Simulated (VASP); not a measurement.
# Si3P in VASP: a series of runs, part 2 of 2

VASP 6.6.1. Earlier steps stand in the parts before.

### Step 4. Single point, PBE

This run uses another cell than the first one, of 14.67 Å³/atom.

File INCAR:

```
ALGO = Normal ; EDIFF = 1E-6
ENCUT = 520 ; GGA = PE
ISIF = 2 ; ISMEAR = 0
LASPH = T ; LCHARG = F
LREAL = F ; LWAVE = F
NBANDS = 16 ; NELM = 100
PREC = Accurate ; SIGMA = 0.1
```

File KPOINTS:

```
k-points
0
Gamma
  12 12 12
```

File POSCAR:

```
Si3P
1.0
    3.8860771347      0.0000000000      0.0000000000
    0.0000000000      3.8860771347      0.0000000000
    0.0000000000      0.0000000000      3.8860771347
Si P
3 1
Direct
    0.0000000000      0.5000000000      0.5000000000
    0.5000000000      0.0000000000      0.5000000000
    0.5000000000      0.5000000000      0.0000000000
    0.0000000000      0.0000000000      0.0000000000
```

Potentials or basis: VASP PAW PBE potentials, release 64 (Si, P).

Run with:

```sh
$ cat potpaw_PBE.64/Si/POTCAR potpaw_PBE.64/P/POTCAR > POTCAR
$ mpirun -np 1 vasp_std > vasp.out
```

OUTCAR:

```text
EDIFF = 1E-6
   ENCUT = 520
   GGA = PE
   ISIF = 2
   ISMEAR = 0
   LASPH = T
   LREAL = F
   NELM = 100
   PREC = Accurate

 ion  position               nearest neighbor table
   1  0.000  0.500  0.500-   2 2.75   3 2.75   4 2.75   3 2.75   4 2.75   2 2.75   4 2.75   4 2.75
                             2 2.75   3 2.75   3 2.75   2 2.75
   2  0.500  0.000  0.500-   1 2.75   3 2.75   4 2.75   3 2.75   4 2.75   1 2.75   3 2.75   3 2.75
                             1 2.75   4 2.75   4 2.75   1 2.75
   3  0.500  0.500  0.000-   1 2.75   2 2.75   4 2.75   1 2.75   2 2.75   2 2.75   4 2.75   2 2.75
                             1 2.75   4 2.75   1 2.75   4 2.75
   4  0.000  0.000  0.000-   1 2.75   2 2.75   3 2.75   1 2.75   2 2.75   1 2.75   3 2.75   1 2.75
                             2 2.75   3 2.75   2 2.75   3 2.75

  LATTYP: Found a simple cubic cell.
 ALAT       =     3.8860771347

  Lattice vectors:

 A1 = (   3.8860771347,   0.0000000000,   0.0000000000)
 A2 = (   0.0000000000,   3.8860771347,   0.0000000000)
 A3 = (   0.0000000000,   0.0000000000,   3.8860771347)

Analysis of symmetry for initial positions (statically):
=====================================================================
 Subroutine PRICEL returns:
 Original cell was already a primitive cell.

 Routine SETGRP: Setting up the symmetry group for a
 simple cubic supercell.

 Subroutine GETGRP returns: Found 48 space group operations
 (whereof 48 operations were pure point group operations)
 out of a pool of 48 trial point group operations.

The static configuration has the point symmetry O_h .

Analysis of symmetry for dynamics (positions and initial velocities):
=====================================================================
 Subroutine PRICEL returns:
 Original cell was already a primitive cell.

 Routine SETGRP: Setting up the symmetry group for a
 simple cubic supercell.

 Subroutine GETGRP returns: Found 48 space group operations
 (whereof 48 operations were pure point group operations)
 out of a pool of 48 trial point group operations.

The dynamic configuration has the point symmetry O_h .

 Subroutine INISYM returns: Found 48 space group operations
 (whereof 48 operations are pure point group operations),
 and found     1 'primitive' translations

----------------------------------------------------------------------------------------

                                     Primitive cell

  volume of cell :      58.6860

  direct lattice vectors                    reciprocal lattice vectors
     3.886077135  0.000000000  0.000000000     0.257328912  0.000000000  0.000000000
     0.000000000  3.886077135  0.000000000     0.000000000  0.257328912  0.000000000
     0.000000000  0.000000000  3.886077135     0.000000000  0.000000000  0.257328912

  length of vectors
     3.886077135  3.886077135  3.886077135     0.257328912  0.257328912  0.257328912

  position of ions in fractional coordinates (direct lattice)
     0.000000000  0.500000000  0.500000000
     0.500000000  0.000000000  0.500000000
     0.500000000  0.500000000  0.000000000
     0.000000000  0.000000000  0.000000000

  ion indices of the primitive-cell ions
   primitive index   ion index
                 1           1
                 2           2
[... 32 lines left out ...]
  0.083333  0.000000  0.000000      6.000000
  0.166667  0.000000  0.000000      6.000000
  0.250000  0.000000  0.000000      6.000000
  0.333333  0.000000  0.000000      6.000000
  0.416667  0.000000  0.000000      6.000000
[... 16 lines left out ...]
  0.333333  0.333333  0.000000     12.000000
  0.416667  0.333333  0.000000     24.000000
 [... further k-points ...]
   k-points           NKPTS =     84   k-points in BZ     NKDIM =     84   number of bands    NBANDS=     16
   number of dos      NEDOS =    301   number of ions     NIONS =      4
   total plane-waves  NPLWV =  27000
   dimension x,y,z NGX =    30 NGY =   30 NGZ =   30
   dimension x,y,z NGXF=    60 NGYF=   60 NGZF=   60
   ions per type =               3   1
   NGX,Y,Z   is equivalent  to a cutoff of  12.83, 12.83, 12.83 a.u.
   NGXF,Y,Z  is equivalent  to a cutoff of  25.67, 25.67, 25.67 a.u.
 SYSTEM =  unknown system
   PREC   = accura    normal or accurate (medium, high low for compatibility)
   ISTART =      0    job   : 0-new  1-cont  2-samecut
   ICHARG =      2    charge: 1-file 2-atom 10-const
   ISPIN  =      1    spin polarized calculation?
   LNONCOLLINEAR =      F non collinear calculations
   LSORBIT =      F    spin-orbit coupling
   LASPH  =      T    aspherical Exc in radial PAW
   ENCUT  =  520.0 eV  38.22 Ry    6.18 a.u.   7.23  7.23  7.23*2*pi/ulx,y,z
   NELM   =    100;   NELMIN=  2; NELMDL= -5     # of ELM steps
   EDIFF  = 0.1E-05   stopping-criterion for ELM
   LREAL  =      F    real-space projection
   EDIFFG = 0.1E-04   stopping-criterion for IOM
   NSW    =      0    number of steps for IOM
   IBRION =     -1    ionic relax: 0-MD 1-quasi-New 2-CG
   NFREE  =      0    steps in history (QN), initial steepest desc. (CG)
   ISIF   =      2    stress and relaxation
   ISYM   =      2    0-nonsym 1-usesym 2-fastsym
   POTIM  = 0.5000    time-step for ionic-motion
   TEBEG  =    0.0;   TEEND  =   0.0 temperature during run
   PSTRESS=    0.0 pullay stress
   NELECT =      17.0000    total number of electrons
   NUPDOWN=      -1.0000    fix difference up-down
   EMIN   =  10.00;   EMAX   =-10.00  energy-range for DOS
   EFERMI =   0.00;   METHOD = LEGACY
   ISMEAR =     0;   SIGMA  =   0.10  broadening in eV -4-tet -1-fermi 0-gaus
   EFERMI_NEDOS =   21; number of points for ismear=-14 and -15
   IALGO  =     38    algorithm
   IMIX   =      4    mixing-type and parameters
     AMIX     =   0.40;   BMIX     =  1.00
     AMIX_MAG =   1.60;   BMIX_MAG =  1.00
  volume/ion in A,a.u.               =      14.67        99.01
  Fermi-wavevector in a.u.,A,eV,Ry     =   1.083211  2.046972 15.964342  1.173346
  Thomas-Fermi vector in A             =   2.219271
   LORBIT       =      0    0 simple, 1 ext, 2 COOP (PROOUT), +10 PAW based schemes
   GGA     = PE    functional components
   LHFCALC =     F    Hartree Fock is set to
   AEXX    =    0.0000 exact exchange contribution
   IVDW    =     0    specifies the selected vdW correction
   LEPSILON=     F    determine dielectric tensor
   LRPA    =     F    only Hartree local field effects (RPA)
 non-spin polarized calculation
 Gauss-broadening in eV      SIGMA  =   0.10
  energy-cutoff  :      520.00
  volume of cell :       58.69
 maximum number of plane-waves:      1596
 NGX is ok and might be reduce to    30
   NGX = 15   NGY = 15   NGZ = 15

 number of electron      17.0000000 magnetization

 Free energy of the ion-electron system (eV)
  ---------------------------------------------------
  ext. energy  EPLUGINS =         0.00000000
  ---------------------------------------------------
  free energy    TOTEN  =       -19.28661348 eV

  energy without entropy =      -19.27634270  energy(sigma->0) =      -19.28147809

 E-fermi :   9.9885     XC(G=0): -11.2105

 val. band max:        9.9879018485   @ k =   0.5000   0.1667   0.1667
 cond. band min:       9.9974768944   @ k =   0.5000   0.4167   0.0000
 fundamental gap:      0.0095750459
 Fermi energy:         9.9885350386

 k-point     1 :       0.0000    0.0000    0.0000
  band No.  band energies     occupation
      1      -5.0506      2.00000
      2       3.0063      2.00000
      3       4.2022      2.00000
      4       4.2022      2.00000
      5       4.2022      2.00000
      6       5.4589      2.00000
[... 433 lines left out ...]
      3       0.9040      2.00000
      4       2.5841      2.00000
      5       6.5834      2.00000
      6       7.2641      2.00000
[... 8 lines left out ...]
     15      14.6727      0.00000
     16      17.9344      0.00000

 [... further k-points ...]

------------------------ aborting loop because EDIFF is reached ----------------------------------------

  FORCE on cell =-STRESS in cart. coord.  units (eV):
  Direction    XX          YY          ZZ          XY          YZ          ZX
  --------------------------------------------------------------------------------------
  -------------------------------------------------------------------------------------
  Total       -0.0155377     -0.0155377     -0.0155377     -0.0000000     -0.0000000     -0.0000000
  in kB       -0.4241918     -0.4241918     -0.4241918     -0.0000000     -0.0000000     -0.0000000
  external PRESSURE =      -0.4241918 kB  Pullay stress =       0.0000000 kB

 VOLUME and BASIS-vectors are now :
 -----------------------------------------------------------------------------
  energy-cutoff  :      520.00
  volume of cell :       58.69
      direct lattice vectors                 reciprocal lattice vectors
     3.886077135  0.000000000  0.000000000     0.257328912  0.000000000  0.000000000
     0.000000000  3.886077135  0.000000000     0.000000000  0.257328912  0.000000000
     0.000000000  0.000000000  3.886077135     0.000000000  0.000000000  0.257328912

 POSITION                                       TOTAL-FORCE (eV/Angst)
 -----------------------------------------------------------------------------------
      0.00000      1.94304      1.94304         0.000000      0.000000      0.000000
      1.94304      0.00000      1.94304         0.000000      0.000000      0.000000
      1.94304      1.94304      0.00000         0.000000      0.000000      0.000000
      0.00000      0.00000      0.00000         0.000000      0.000000      0.000000
 -----------------------------------------------------------------------------------
    total drift:                               -0.000000      0.000000     -0.000000

  FREE ENERGIE OF THE ION-ELECTRON SYSTEM (eV)
  ---------------------------------------------------
  free  energy   TOTEN  =       -19.2866134753 eV

  energy  without entropy=      -19.2763427030  energy(sigma->0) =      -19.28147809
```

stdout:

```text
POSCAR found type information on POSCAR SiP
 POSCAR found :  2 types and       4 ions
 scaLAPACK will be used
 LDA part: xc-table for (Slater+PW92), standard interpolation
 POSCAR, INCAR and KPOINTS ok, starting setup
 FFT: planning ... GRIDC
 FFT: planning ... GRID_SOFT
 FFT: planning ... GRID
 WAVECAR not read
 entering main loop
```

It took 79 s on 1 thread of Oxide Virtual Turin-like, shared host; peak memory 0.17 GiB.

What came out:

| Item | Value |
| --- | --- |
| Free energy | -19.2866 eV |
| Pressure | 0.0 GPa |
| Band gap on the k mesh | zero (an odd number of electrons rules out a gap without spin polarisation) |

### Step 5. Relaxation of cell and atoms, PBE

This run uses another cell than the first one, of 15.13 Å³/atom.

File INCAR:

```
SYSTEM = Si3P
PREC = Accurate
ENCUT = 600
EDIFF = 1E-6
ISMEAR = 0
SIGMA = 0.1
LREAL = .False.
LASPH = .True.
NELM = 100
ALGO = Normal
ISIF = 3
LWAVE = .False.
LCHARG = .False.
GGA = PE
IBRION = 2
NSW = 100
EDIFFG = -0.01
```

File KPOINTS:

```
regular mesh
0
Gamma
  12 12 12
  0 0 0
```

File POSCAR:

```
Si3P
1.0
    3.9257167061      0.0000000000      0.0000000000
    0.0000000000      3.9257167061      0.0000000000
    0.0000000000      0.0000000000      3.9257167061
Si P
3 1
Direct
    0.0000000000      0.5000000000      0.5000000000
    0.5000000000      0.0000000000      0.5000000000
    0.5000000000      0.5000000000      0.0000000000
    0.0000000000      0.0000000000      0.0000000000
```

Run with:

```sh
$ cat potpaw_PBE.64/Si/POTCAR potpaw_PBE.64/P/POTCAR > POTCAR
$ mpirun -np 1 vasp_std > vasp.out
```

It took 1.9 min on 1 thread of Oxide Virtual Turin-like, shared host; peak memory 0.19 GiB.

The run converged. Its results:

```
Free energy                           : -19.2868 eV
Relaxed volume                        : 14.67 Å³/atom
Relaxed cell                          : a = 3.886 Å, b = 3.886 Å, c = 3.886 Å, α = 90.00°, β = 90.00°, γ = 90.00°
Space group after relaxing (to 0.1 Å) : Pm-3m (No. 221)
Energy gained by relaxing             : 3.5 meV/atom
Ionic steps                           : 3
Pressure after relaxing               : 0.0 GPa
Band gap on the k mesh                : zero (an odd number of electrons rules out a gap without spin polarisation)
```

The path:
| step | energy change (eV) | largest force (eV/Å) | pressure (GPa) | volume (Å³) |
| --- | --- | --- | --- | --- |
| 1 | 0.0000 | 0.0000 | -2.40 | 60.50 |
| 2 | -0.0141 | 0.0000 | 0.18 | 58.54 |
| 3 | -0.0141 | 0.0000 | 0.00 | 58.66 |

Final structure:
```
Si P
1.0
     3.88556    0.00000    0.00000
     0.00000    3.88556    0.00000
     0.00000    0.00000    3.88556
Si P
3 1
Direct
  0.00000 0.50000 0.50000
  0.50000 0.00000 0.50000
  0.50000 0.50000 0.00000
  0.00000 0.00000 0.00000
```

Levels at points of the mesh, in eV from the Fermi level:
| k point | band 4 | band 5 | band 6 | band 7 | band 8 | band 9 | band 10 | band 11 | band 12 |
| --- | --- | --- | --- | --- | --- | --- | --- | --- | --- |
| (0.00, 0.00, 0.00) | -5.79 | -5.79 | -4.53 | -4.53 | 1.70 | 1.70 | 1.70 | 3.16 | 3.16 |
| (0.50, 0.00, 0.00) | -3.98 | -3.98 | -3.05 | -3.05 | -2.83 | -2.19 | -1.48 | 3.97 | 3.97 |
| (0.50, 0.50, 0.00) | -9.60 | -2.46 | -1.53 | -0.80 | -0.80 | -0.80 | -0.62 | -0.62 | 0.06 |
| (0.50, 0.50, 0.50) | -7.60 | -7.38 | -7.38 | -7.38 | -6.89 | 5.85 | 5.85 | 5.85 | 8.40 |

Caveat: the highest band is partly filled, so the run has too few bands.

### Step 6. Relaxation of cell and atoms, PBE

File INCAR:

```
SYSTEM = Si3P
PREC     = Accurate       ! precision mode
ENCUT    = 600            ! plane-wave cutoff, eV
EDIFF    = 1E-6           ! SCF threshold, eV
ISMEAR   = 0              ! smearing method
SIGMA    = 0.1            ! smearing width, eV
LREAL    = .FALSE.        ! projectors in reciprocal space
LASPH    = .TRUE.         ! aspherical terms in the spheres
NELM     = 80             ! most SCF steps
ALGO     = Fast           ! electronic algorithm
ISIF     = 3              ! what is computed and relaxed
LWAVE    = .FALSE.        ! write WAVECAR
LCHARG   = .FALSE.        ! write CHGCAR
GGA      = PE             ! functional
IBRION   = 2              ! ionic algorithm
NSW      = 100            ! ionic steps
EDIFFG   = -0.01          ! ionic threshold
```

File KPOINTS:

```
regular mesh
0
G
  12 12 12
  0 0 0
```

File POSCAR:

```
Si3P
1.0
    3.9103676084      0.0000000000      0.0000000000
    0.0000000000      3.9103676084      0.0000000000
    0.0000000000      0.0000000000      3.8701744871
Si P
3 1
Direct
    0.0000000000      0.5000000000      0.5000000000
    0.5000000000      0.0000000000      0.5000000000
    0.5000000000      0.5000000000      0.0000000000
    0.0000000000      0.0000000000      0.0000000000
```

Potentials or basis: VASP PAW PBE potentials, release 64 (Si, P).

Run with:

```sh
$ cat potpaw_PBE.64/Si/POTCAR potpaw_PBE.64/P/POTCAR > POTCAR
$ mpirun -np 1 vasp_std > vasp.out
```

It took 3 min on 1 thread of Oxide Virtual Turin-like, shared host; peak memory 0.26 GiB.

The run converged. Its results:

```yaml
Free_energy: -19.2868 eV
Relaxed_volume: 14.66 Å³/atom
Relaxed_cell: a = 3.898 Å, b = 3.898 Å, c = 3.857 Å, α = 90.00°, β = 90.00°, γ = 90.00°
Space_group_after_relaxing_to_0.1_Å: Pm-3m (No. 221)
Energy_gained_by_relaxing: 0.3 meV/atom
Ionic_steps: 2
Pressure_after_relaxing: 0.1 GPa
```

The path:
| step | energy change (eV) | largest force (eV/Å) | pressure (GPa) | volume (Å³) |
| --- | --- | --- | --- | --- |
| 1 | 0.0000 | 0.0000 | -0.70 | 59.18 |
| 2 | -0.0011 | 0.0000 | 0.06 | 58.62 |

Final structure:
```
Si P
1.0
     3.89845    0.00000    0.00000
     0.00000    3.89845    0.00000
     0.00000    0.00000    3.85735
Si P
3 1
Direct
  0.00000 0.50000 0.50000
  0.50000 0.00000 0.50000
  0.50000 0.50000 0.00000
  0.00000 0.00000 0.00000
```

Levels at points of the mesh, in eV from the Fermi level:
| k point | band 4 | band 5 | band 6 | band 7 | band 8 | band 9 | band 10 | band 11 | band 12 |
| --- | --- | --- | --- | --- | --- | --- | --- | --- | --- |
| (0.00, 0.00, 0.00) | -5.83 | -5.70 | -4.61 | -4.44 | 1.69 | 1.69 | 1.72 | 3.16 | 3.17 |
| (0.50, 0.00, 0.00) | -4.03 | -3.91 | -3.12 | -2.97 | -2.82 | -2.14 | -1.45 | 3.98 | 4.07 |
| (0.50, 0.50, 0.00) | -9.63 | -2.41 | -1.41 | -0.74 | -0.74 | -0.74 | -0.49 | -0.49 | 0.20 |
| (0.00, 0.00, 0.50) | -3.98 | -3.98 | -3.07 | -3.07 | -2.88 | -2.24 | -1.53 | 3.89 | 3.89 |
| (0.50, 0.00, 0.50) | -9.59 | -2.48 | -1.59 | -0.83 | -0.83 | -0.83 | -0.68 | -0.68 | -0.01 |
| (0.50, 0.50, 0.50) | -7.60 | -7.39 | -7.38 | -7.38 | -6.89 | 5.79 | 5.79 | 5.98 | 8.29 |

Caveat: the highest band is partly filled, so the run has too few bands.

### Step 7. The runs side by side

| task | cell | k mesh | cutoff (eV) | gap on the mesh (eV) | pressure (GPa) | relaxed volume (Å³/atom) |
| --- | --- | --- | --- | --- | --- | --- |
| relaxation of cell and atoms | relaxed from a = 3.910, b = 3.910, c = 3.870 Å, 4 atoms | 12 × 12 × 12 | 600 | - | 0.1 | 14.66 |
| single point | a = 3.910, b = 3.910, c = 3.870 Å, 4 atoms | 6 × 6 × 6 | 520 | none | -1.1 | - |
| single point | a = 3.886 Å, 4 atoms | 12 × 12 × 12 | 520 | none | 0.0 | - |
| relaxation of cell and atoms | relaxed from a = 3.926 Å, 4 atoms | 12 × 12 × 12 | 600 | none | 0.0 | 14.67 |

Alike in all rows: level PBE; potentials or basis VASP PAW PBE potentials, release 64 (Si, P); no spin polarisation; smearing gaussian 0.1 eV.

Caveats: the highest band is partly filled, so the run has too few bands (at least some runs).

Total energies depend on the potentials used, so only differences within one code and one set of settings carry meaning.

The gap in the log of VASP goes by the Fermi energy; the results here count the filled bands.